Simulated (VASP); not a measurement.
Here is a VASP 6.6.1 calculation.

The input INCAR:

```
SYSTEM = ZnO
ALGO = Normal ; EDIFF = 1E-8
ENCUT = 520 ; ISIF = 2
ISMEAR = -1 ; LASPH = .True.
LCHARG = .False. ; LEFG = .True.
LREAL = .False. ; LWAVE = .False.
NBANDS = 26 ; NELM = 100
PREC = Accurate ; SIGMA = 0.02
```

KPOINTS

```
k-points
0
Gamma
  11 11 6
  0 0 0
```

POSCAR

```
ZnO
1.0
    3.2054825469      0.0000000000      0.0000000000
   -1.6027412734      2.7760293170      0.0000000000
    0.0000000000      0.0000000000      5.1334697570
Zn O
2 2
Direct
    0.3333333333      0.6666666667      0.0000000000
    0.6666666667      0.3333333333      0.5000000000
    0.3333333333      0.6666666667      0.3821000000
    0.6666666667      0.3333333333      0.8821000000
```

Potentials or basis: VASP PAW LDA potentials, release 64 (Zn, O).

The run is started by

```sh
$ cat potpaw_LDA.64/Zn/POTCAR potpaw_LDA.64/O/POTCAR > POTCAR
$ mpirun -np 1 vasp_std > vasp.out
```

(1) What does it give for the largest force?

(2) Predict the pressure.

(3) Predict the band gap on the k mesh.

## Answers

(1) 0.042 eV/Å.

(2) 0.0 GPa.

(3) 0.81 eV.

Caveat: without QUAD_EFG the Cq values of the log hold for a quadrupole moment of 1 mb, not for the nuclei.
